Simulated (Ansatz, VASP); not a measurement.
# Two plane-wave programs on AlN

```
CELL_PARAMETERS angstrom
0.00000 2.18590 2.18590
2.18590 0.00000 2.18590
2.18590 2.18590 0.00000
ATOMIC_POSITIONS crystal
Al 0.00000 0.00000 0.00000
N 0.25000 0.25000 0.25000
```

Alike in both runs: functional PBE; dispersion D3(BJ); k mesh 10 × 10 × 10; occupations gaussian, width 0.02 eV; no spin polarisation.

Ansatz relaxed the structure, and its values are those at the end. VASP's run is a single point on that final structure, the one shown.

|  | VASP | Ansatz |
| --- | --- | --- |
| version | VASP 6.6.1 | Ansatz 0.2.0 |
| potentials or method | VASP PAW PBE potentials, release 64 (Al, N), cutoff 600 eV | scalar-relativistic, plane waves, PAW |
| valence electrons in the cell | 8 | 8 |

```csv
,VASP,Ansatz,Ansatz less VASP
gap on the k mesh at the Fermi level (eV),3.32,3.32,+0.007
least direct gap on the mesh (eV),4.17,4.16,-0.009
pressure (GPa),-0.3,0.0,+0.32
```
